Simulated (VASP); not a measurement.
# ZnS (Cm) in VASP: notebook

ZnS is run at these levels: r2SCAN; tasks: single point.

Everything below comes from runs of VASP 6.6.1. Logs are shortened: lines on timing, memory, paths and dates and some standing lists are left out, and cuts for length are marked.

### 1 The cell of the first run

The structure is monoclinic, space group Cm (No. 8). The conventional cell has a = 6.600 Å, b = 3.811 Å, c = 3.811 Å, α = 90.00°, β = 125.26°, γ = 90.00°. Within 2.8 Å of Zn (site symmetry m) lie 3 S at 2.13 to 2.34 Å. S (site symmetry m) has 3 Zn at 2.13 to 2.34 Å within 2.8 Å.

### 2 Single point, r2SCAN (atom 2 (S) moved by (-0.600, -0.600) A along [1 1 0] and z)

POSCAR reads:

```
ZnS
1.0
    0.0000000000      2.6945131952      2.6945131952
    2.6945131952      0.0000000000      2.6945131952
    2.6945131952      2.6945131952      0.0000000000
Zn S
1 1
Direct
    0.0000000000      0.0000000000      0.0000000000
    0.6386626347      0.6386626347      0.7038825533
```

INCAR.step1 reads:

```
PREC = Accurate
ENCUT = 520
ISMEAR = 0
SIGMA = 0.05
LREAL = F
LASPH = T
NELM = 100
NBANDS = 16
GGA = PE
ALGO = Normal
EDIFF = 1E-4
LWAVE = T
LCHARG = F
```

INCAR.step2 reads:

```
PREC = Accurate
ENCUT = 520
EDIFF = 1E-6
ISMEAR = 0
SIGMA = 0.05
LREAL = F
LASPH = T
NELM = 100
ALGO = Normal
ISIF = 2
LWAVE = F
LCHARG = F
METAGGA = R2SCAN
LMIXTAU = T
NBANDS = 16
ISTART = 1
```

KPOINTS reads:

```
regular mesh
0
Gamma
  8 8 8
```

Potentials or basis: VASP PAW PBE potentials, release 64 (Zn, S).

Launch:

```console
> cat potpaw_PBE.64/Zn/POTCAR potpaw_PBE.64/S/POTCAR > POTCAR
> cp INCAR.step1 INCAR
> mpirun -np 1 vasp_std > vasp.out
> cp INCAR.step2 INCAR
> mpirun -np 1 vasp_std > vasp.out
```

OUTCAR:

```text
PREC = Accurate
   ENCUT = 520
   EDIFF = 1E-6
   ISMEAR = 0
   LREAL = F
   LASPH = T
   NELM = 100
   ISIF = 2
   METAGGA = R2SCAN
   ISTART = 1

 ion  position               nearest neighbor table
   1  0.000  0.000  0.000-   2 2.13   2 2.13   2 2.34
   2  0.639  0.639  0.704-   1 2.13   1 2.13   1 2.34

  LATTYP: Found a face centered cubic cell.
 ALAT       =     5.3890263904

  Lattice vectors:

 A1 = (   0.0000000000,   2.6945131952,   2.6945131952)
 A2 = (   2.6945131952,   0.0000000000,   2.6945131952)
 A3 = (   2.6945131952,   2.6945131952,   0.0000000000)

Analysis of symmetry for initial positions (statically):
=====================================================================
 Subroutine PRICEL returns:
 Original cell was already a primitive cell.

 Routine SETGRP: Setting up the symmetry group for a
 face centered cubic supercell.

 Subroutine GETGRP returns: Found  2 space group operations
 (whereof  2 operations were pure point group operations)
 out of a pool of 48 trial point group operations.

The static configuration has the point symmetry C_1h.

Analysis of symmetry for dynamics (positions and initial velocities):
=====================================================================
 Subroutine PRICEL returns:
 Original cell was already a primitive cell.

 Routine SETGRP: Setting up the symmetry group for a
 face centered cubic supercell.

 Subroutine GETGRP returns: Found  2 space group operations
 (whereof  2 operations were pure point group operations)
 out of a pool of 48 trial point group operations.

The dynamic configuration has the point symmetry C_1h.

 Subroutine INISYM returns: Found  2 space group operations
 (whereof  2 operations are pure point group operations),
 and found     1 'primitive' translations

----------------------------------------------------------------------------------------

                                     Primitive cell

  volume of cell :      39.1265

  direct lattice vectors                    reciprocal lattice vectors
     0.000000000  2.694513195  2.694513195    -0.185562276  0.185562276  0.185562276
     2.694513195  0.000000000  2.694513195     0.185562276 -0.185562276  0.185562276
     2.694513195  2.694513195  0.000000000     0.185562276  0.185562276 -0.185562276

  length of vectors
     3.810617105  3.810617105  3.810617105     0.321403289  0.321403289  0.321403289

  position of ions in fractional coordinates (direct lattice)
     0.000000000  0.000000000  0.000000000
     0.638662635  0.638662635  0.703882553

  ion indices of the primitive-cell ions
   primitive index   ion index
                 1           1
                 2           2

----------------------------------------------------------------------------------------

 KPOINTS: regular mesh

Automatic generation of k-mesh.
 Grid dimensions read from file:
 generate k-points for:    8    8    8

 Generating k-lattice:

  Cartesian coordinates                     Fractional coordinates (reciprocal lattice)
    -0.023195284  0.023195284  0.023195284     0.125000000  0.000000000  0.000000000
     0.023195284 -0.023195284  0.023195284     0.000000000  0.125000000  0.000000000
     0.023195284  0.023195284 -0.023195284     0.000000000  0.000000000  0.125000000

  Length of vectors
     0.040175411  0.040175411  0.040175411

  Shift w.r.t. Gamma in fractional coordinates (k-lattice)
     0.000000000  0.000000000  0.000000000

 Subroutine IBZKPT returns following result:
 ===========================================

 Found    150 irreducible k-points:

 Following reciprocal coordinates:
            Coordinates               Weight
  0.000000  0.000000  0.000000      1.000000
  0.125000  0.000000  0.000000      4.000000
  0.000000  0.000000  0.125000      2.000000
  0.125000  0.125000  0.125000      2.000000
  0.250000  0.000000  0.000000      4.000000
  0.000000  0.000000  0.250000      2.000000
[... 16 lines left out ...]
  0.375000  0.125000  0.000000      4.000000
  0.000000  0.375000  0.125000      4.000000
 [... further k-points ...]
   k-points           NKPTS =    150   k-points in BZ     NKDIM =    150   number of bands    NBANDS=     16
   number of dos      NEDOS =    301   number of ions     NIONS =      2
   total plane-waves  NPLWV =  21952
   dimension x,y,z NGX =    28 NGY =   28 NGZ =   28
   dimension x,y,z NGXF=    56 NGYF=   56 NGZF=   56
   ions per type =               1   1
   NGX,Y,Z   is equivalent  to a cutoff of  12.22, 12.22, 12.22 a.u.
   NGXF,Y,Z  is equivalent  to a cutoff of  24.43, 24.43, 24.43 a.u.
 SYSTEM =  unknown system
   PREC   = accura    normal or accurate (medium, high low for compatibility)
   ISTART =      1    job   : 0-new  1-cont  2-samecut
   ICHARG =      0    charge: 1-file 2-atom 10-const
   ISPIN  =      1    spin polarized calculation?
   LNONCOLLINEAR =      F non collinear calculations
   LSORBIT =      F    spin-orbit coupling
[... 48 lines left out ...]

  energy without entropy =      -18.23736344  energy(sigma->0) =      -18.23736344

 E-fermi :   2.1152     XC(G=0): -10.3122

 val. band max:        1.8874973141   @ k =   0.0000   0.0000   0.0000
 cond. band min:       4.6229223296   @ k =   0.0000   0.0000   0.0000
 fundamental gap:      2.7354250155
 Fermi energy:         2.1151767337

 k-point     1 :       0.0000    0.0000    0.0000
  band No.  band energies     occupation
      1     -11.9668      2.00000
      2      -5.2302      2.00000
      3      -5.1275      2.00000
      4      -4.4983      2.00000
      5      -4.4604      2.00000
      6      -4.4452      2.00000
[... 8 lines left out ...]
     15      13.8086      0.00000
     16      13.9328      0.00000

 k-point     2 :       0.1250    0.0000    0.0000
  band No.  band energies     occupation
      1     -11.8336      2.00000
      2      -5.2531      2.00000
      3      -5.0617      2.00000
      4      -4.5191      2.00000
      5      -4.4552      2.00000
      6      -4.4441      2.00000
[... 8 lines left out ...]
     15      13.2248      0.00000
     16      14.4446      0.00000

 k-point     3 :       0.0000    0.0000    0.1250
  band No.  band energies     occupation
      1     -11.8462      2.00000
      2      -5.1869      2.00000
      3      -5.1243      2.00000
      4      -4.5052      2.00000
      5      -4.4709      2.00000
      6      -4.4381      2.00000
[... 8 lines left out ...]
     15      13.1742      0.00000
     16      14.2411      0.00000

 k-point     4 :       0.1250    0.1250    0.1250
  band No.  band energies     occupation
      1     -11.8682      2.00000
      2      -5.2372      2.00000
      3      -5.1318      2.00000
      4      -4.4896      2.00000
      5      -4.4546      2.00000
      6      -4.4329      2.00000
[... 8 lines left out ...]
     15      13.6557      0.00000
     16      14.3149      0.00000

 k-point     5 :       0.2500    0.0000    0.0000
  band No.  band energies     occupation
      1     -11.4808      2.00000
      2      -5.2773      2.00000
      3      -4.9069      2.00000
      4      -4.5762      2.00000
      5      -4.4722      2.00000
      6      -4.4041      2.00000
[... 8 lines left out ...]
     15      13.0652      0.00000
     16      14.2068      0.00000

 k-point     6 :       0.0000    0.0000    0.2500
  band No.  band energies     occupation
      1     -11.5312      2.00000
      2      -5.0859      2.00000
      3      -5.0768      2.00000
      4      -4.5218      2.00000
      5      -4.5148      2.00000
      6      -4.4016      2.00000
[... 8 lines left out ...]
     15      12.8479      0.00000
     16      14.0494      0.00000
[... 267 lines left out ...]
 k-point    21 :       0.1250   -0.1250   -0.1250
  band No.  band energies     occupation
      1     -11.5042      2.00000
      2      -5.2637      2.00000
      3      -4.9080      2.00000
      4      -4.5802      2.00000
      5      -4.4541      2.00000
      6      -4.4311      2.00000
[... 8 lines left out ...]
     15      13.5327      0.00000
     16      14.9787      0.00000

 k-point    22 :       0.2500    0.2500    0.1250
  band No.  band energies     occupation
      1     -11.6086      2.00000
      2      -5.2107      2.00000
      3      -5.1244      2.00000
      4      -4.4999      2.00000
      5      -4.4627      2.00000
      6      -4.3758      2.00000
[... 8 lines left out ...]
     15      14.7554      0.00000
     16      15.4481      0.00000

 k-point    23 :       0.3750    0.1250    0.0000
  band No.  band energies     occupation
      1     -11.1622      2.00000
      2      -5.2487      2.00000
      3      -4.7850      2.00000
      4      -4.6015      2.00000
      5      -4.4994      2.00000
      6      -4.3332      2.00000
[... 8 lines left out ...]
     15      14.8599      0.00000
     16      15.6634      0.00000

 k-point    24 :       0.0000    0.3750    0.1250
  band No.  band energies     occupation
      1     -11.1248      2.00000
      2      -5.2626      2.00000
      3      -4.8054      2.00000
      4      -4.6469      2.00000
      5      -4.4689      2.00000
      6      -4.3378      2.00000
[... 8 lines left out ...]
     15      14.7113      0.00000
     16      15.5952      0.00000

 [... further k-points ...]
[... 5 lines left out ...]
  --------------------------------------------------------------------------------------
  -------------------------------------------------------------------------------------
  Total        2.1792321      2.1792321      0.3430601     -1.5325571     -0.0213763     -0.0213811
  in kB       89.2366242     89.2366242     14.0478515    -62.7561509     -0.8753294     -0.8755276
  external PRESSURE =      64.1736999 kB  Pullay stress =       0.0000000 kB

 VOLUME and BASIS-vectors are now :
 -----------------------------------------------------------------------------
  energy-cutoff  :      520.00
  volume of cell :       39.13
      direct lattice vectors                 reciprocal lattice vectors
     0.000000000  2.694513195  2.694513195    -0.185562276  0.185562276  0.185562276
     2.694513195  0.000000000  2.694513195     0.185562276 -0.185562276  0.185562276
     2.694513195  2.694513195  0.000000000     0.185562276  0.185562276 -0.185562276

 POSITION                                       TOTAL-FORCE (eV/Angst)
 -----------------------------------------------------------------------------------
      0.00000      0.00000      0.00000         0.438719      0.438719     -1.319798
      3.61751      3.61751      3.44177        -0.438719     -0.438719      1.319798
 -----------------------------------------------------------------------------------
    total drift:                                0.014603      0.014603      0.004138

  FREE ENERGIE OF THE ION-ELECTRON SYSTEM (eV)
  ---------------------------------------------------
  free  energy   TOTEN  =       -18.2373634428 eV

  energy  without entropy=      -18.2373634428  energy(sigma->0) =      -18.23736344
```

Run time: 2.7 min. Hardware: 1 thread of Intel Xeon 6975P-C (Granite Rapids), shared host; peak memory 0.22 GiB.

What came out:

```yaml
Free_energy: -18.2374 eV
Pressure: 6.4 GPa
Largest_force: 1.458 eV/Å
Band_gap_on_the_k_mesh: 2.74 eV, direct
```

Forces on the atoms (eV/Å):
```
Zn   0.439  0.439 -1.320
S   -0.439 -0.439  1.320
```

Caveat: the cell differs from its parent crystal (atom 2 (S) moved by (-0.600, -0.600) A along [1 1 0] and z); the PAW data sets were made with another functional, which shifts forces and pressure a little.

### 3 Single point, r2SCAN (atom 2 (S) moved by (-0.600, +0.600) A along [1 1 0] and z)

POSCAR, as its differences from that of step 2:

```diff
@@ -9,2 +9,2 @@
     0.0000000000      0.0000000000      0.0000000000
-    0.6386626347      0.6386626347      0.7038825533
+    0.8613373653      0.8613373653      0.4812078226
```

INCAR.step1 reads:

```
SYSTEM = ZnS
PREC = Accurate ; ENCUT = 520
ISMEAR = 0 ; SIGMA = 0.05
LREAL = .False. ; LASPH = .True.
NELM = 60 ; NBANDS = 16
GGA = PE ; ALGO = Normal
EDIFF = 1E-4 ; LWAVE = .True.
LCHARG = .False.
```

INCAR.step2 reads:

```
SYSTEM = ZnS
PREC = Accurate ; ENCUT = 520
EDIFF = 1E-6 ; ISMEAR = 0
SIGMA = 0.05 ; LREAL = .False.
LASPH = .True. ; NELM = 60
ALGO = Normal ; ISIF = 2
LWAVE = .False. ; LCHARG = .False.
METAGGA = R2SCAN ; LMIXTAU = .True.
NBANDS = 16 ; ISTART = 1
```

KPOINTS reads:

```
regular mesh
0
Gamma
  8 8 8
  0 0 0
```

Potentials or basis: VASP PAW PBE potentials, release 64 (Zn, S).

Launch:

```console
> cat potpaw_PBE.64/Zn/POTCAR potpaw_PBE.64/S/POTCAR > POTCAR
> cp INCAR.step1 INCAR
> mpirun -np 1 vasp_std > vasp.out
> cp INCAR.step2 INCAR
> mpirun -np 1 vasp_std > vasp.out
```

Run time: 2.3 min. Hardware: 1 thread of Intel Xeon 6975P-C (Granite Rapids), shared host; peak memory 0.23 GiB.

Results (log left out):

| Property | Result |
| --- | --- |
| Free energy | -9.8090 eV |
| Pressure | 79.2 GPa |
| Largest force | 41.487 eV/Å |
| Band gap on the k mesh | 2.08 eV, indirect (least direct gap 2.42 eV) |

Forces on the atoms (eV/Å):
```
Zn  -25.469 -25.469  20.587
S    25.469  25.469 -20.587
```

Stress tensor (GPa, compression positive):
```
 89.66  91.04 -75.79
 91.04  89.66 -75.79
-75.79 -75.79  58.41
```

Levels at points of the mesh, in eV from the valence-band top:
| k point | band 7 | band 8 | band 9 | band 10 | band 11 | band 12 |
| --- | --- | --- | --- | --- | --- | --- |
| (0.00, 0.00, 0.00) | -1.07 | -0.21 | 0.00 | 2.42 | 6.40 | 7.01 |
| (0.50, 0.00, 0.00) | -4.76 | -1.47 | -0.21 | 2.86 | 5.40 | 8.62 |
| (0.00, 0.00, 0.50) | -6.01 | -1.62 | -1.23 | 5.01 | 7.63 | 8.41 |
| (0.50, 0.50, 0.50) | -5.06 | -1.16 | -0.19 | 2.93 | 5.46 | 8.78 |
| (0.50, 0.50, 0.00) | -4.60 | -2.38 | -1.99 | 2.08 | 5.08 | 10.58 |
| (0.00, 0.50, 0.50) | -4.79 | -2.46 | -1.51 | 2.26 | 4.69 | 10.49 |

Caveat: the cell differs from its parent crystal (atom 2 (S) moved by (-0.600, +0.600) A along [1 1 0] and z); the PAW data sets were made with another functional, which shifts forces and pressure a little.

### 4 Single point, r2SCAN (atom 2 (S) moved by (-0.600, -0.300) A along [1 1 0] and z)

POSCAR, as its differences from that of step 3:

```diff
@@ -9,2 +9,2 @@
     0.0000000000      0.0000000000      0.0000000000
-    0.8613373653      0.8613373653      0.4812078226
+    0.6943313173      0.6943313173      0.6482138706
```

INCAR.step1 reads:

```
  PREC = Accurate
  ENCUT = 520
  ISMEAR = 0
  SIGMA = 0.05
  LREAL = False
  LASPH = True
  NELM = 60
  NBANDS = 16
  GGA = PE
  ALGO = Normal
  EDIFF = 1E-4
  LWAVE = True
  LCHARG = False
```

INCAR.step2 reads:

```
  PREC = Accurate
  ENCUT = 520
  EDIFF = 1E-6
  ISMEAR = 0
  SIGMA = 0.05
  LREAL = False
  LASPH = True
  NELM = 60
  ALGO = Normal
  ISIF = 2
  LWAVE = False
  LCHARG = False
  METAGGA = R2SCAN
  LMIXTAU = True
  NBANDS = 16
  ISTART = 1
```

KPOINTS reads:

```
Automatic mesh
0
Gamma
  8 8 8
```

Launch:

```console
> cat potpaw_PBE.64/Zn/POTCAR potpaw_PBE.64/S/POTCAR > POTCAR
> cp INCAR.step1 INCAR
> mpirun -np 1 vasp_std > vasp.out
> cp INCAR.step2 INCAR
> mpirun -np 1 vasp_std > vasp.out
```

Run time: 2.5 min. Hardware: 1 thread of Intel Xeon 6975P-C (Granite Rapids), shared host; peak memory 0.23 GiB.

It converged, with:

- Free energy: -18.3489 eV
- Pressure: 5.8 GPa
- Largest force: 1.621 eV/Å
- Band gap on the k mesh: 2.83 eV, direct

Forces in eV/Å, atoms in the order of the input:
```
Zn  -0.945 -0.945  0.916
S    0.945  0.945 -0.916
```

Stress tensor (GPa, compression positive):
```
 4.05  1.63 -4.51
 1.63  4.05 -4.51
-4.51 -4.51  9.18
```

Levels at points of the mesh, in eV from the valence-band top:
| k point | band 7 | band 8 | band 9 | band 10 | band 11 | band 12 |
| --- | --- | --- | --- | --- | --- | --- |
| (0.00, 0.00, 0.00) | -0.44 | -0.06 | 0.00 | 2.83 | 6.98 | 7.52 |
| (0.50, 0.00, 0.00) | -5.19 | -1.69 | -0.17 | 4.30 | 6.62 | 9.24 |
| (0.00, 0.00, 0.50) | -5.39 | -1.69 | -0.15 | 4.48 | 6.66 | 9.26 |
| (0.50, 0.50, 0.50) | -4.17 | -0.82 | -0.37 | 3.35 | 6.40 | 7.02 |
| (0.50, 0.50, 0.00) | -4.71 | -2.49 | -1.27 | 3.21 | 4.37 | 11.71 |
| (0.00, 0.50, 0.50) | -4.57 | -2.46 | -1.45 | 3.15 | 4.51 | 11.61 |

Caveat: the cell differs from its parent crystal (atom 2 (S) moved by (-0.600, -0.300) A along [1 1 0] and z); the PAW data sets were made with another functional, which shifts forces and pressure a little.

### 5 Single point, r2SCAN (atom 2 (S) moved by (-0.600, +0.300) A along [1 1 0] and z)

POSCAR, as its differences from that of step 4:

```diff
@@ -9,2 +9,2 @@
     0.0000000000      0.0000000000      0.0000000000
-    0.6943313173      0.6943313173      0.6482138706
+    0.8056686827      0.8056686827      0.5368765053
```

INCAR.step1 reads:

```
SYSTEM = ZnS
ALGO = Normal
EDIFF = 1E-4
ENCUT = 520
GGA = PE
ISMEAR = 0
LASPH = .True.
LCHARG = .False.
LREAL = .False.
LWAVE = .True.
NBANDS = 16
NELM = 60
PREC = Accurate
SIGMA = 0.05
```

INCAR.step2 reads:

```
SYSTEM = ZnS
ALGO = Normal
EDIFF = 1E-7
ENCUT = 520
ISIF = 2
ISMEAR = 0
ISTART = 1
LASPH = .True.
LCHARG = .False.
LMIXTAU = .True.
LREAL = .False.
LWAVE = .False.
METAGGA = R2SCAN
NBANDS = 16
NELM = 60
PREC = Accurate
SIGMA = 0.05
```

KPOINTS reads:

```
k-points
0
Gamma
  8 8 8
  0 0 0
```

Launch:

```console
> cat potpaw_PBE.64/Zn/POTCAR potpaw_PBE.64/S/POTCAR > POTCAR
> cp INCAR.step1 INCAR
> mpirun -np 1 vasp_std > vasp.out
> cp INCAR.step2 INCAR
> mpirun -np 1 vasp_std > vasp.out
```

Wall time 2.7 min (1 thread of Intel Xeon 6975P-C (Granite Rapids), shared host); peak memory 0.23 GiB.

Results (log left out):

| Quantity | Value |
| --- | --- |
| Free energy | -14.8442 eV |
| Pressure | 39.0 GPa |
| Largest force | 20.193 eV/Å |
| Band gap on the k mesh | 2.39 eV, indirect (least direct gap 2.44 eV) |

Forces in eV/Å, atoms in the order of the input:
```
Zn  -11.162 -11.162  12.592
S    11.162  11.162 -12.592
```

Stress tensor (GPa, compression positive):
```
 35.24  39.83 -43.81
 39.83  35.24 -43.81
-43.81 -43.81  46.41
```

Levels at points of the mesh, in eV from the valence-band top:
```
           k point  band 5  band 6  band 7  band 8  band 9  band 10  band 11  band 12  band 13  band 14
(0.00, 0.00, 0.00)   -7.42   -7.41   -1.20   -0.15    0.00     2.44     6.29     6.75     8.44    11.50
(0.50, 0.00, 0.00)   -7.34   -7.29   -5.11   -1.59   -0.26     3.05     5.48     8.57     8.98    11.67
(0.00, 0.00, 0.50)   -7.44   -7.44   -6.16   -1.64   -1.30     4.68     7.54     8.17     9.28    11.95
(0.50, 0.50, 0.50)   -7.33   -7.24   -4.89   -1.68   -0.23     2.96     5.36     8.38     8.91    11.74
(0.50, 0.50, 0.00)   -7.36   -7.33   -4.94   -2.63   -1.75     2.48     4.48    10.70    12.40    14.06
(0.00, 0.50, 0.50)   -7.37   -7.33   -4.82   -2.49   -2.07     2.39     4.69    10.66    12.30    13.97
```

Caveat: the cell differs from its parent crystal (atom 2 (S) moved by (-0.600, +0.300) A along [1 1 0] and z); the PAW data sets were made with another functional, which shifts forces and pressure a little.
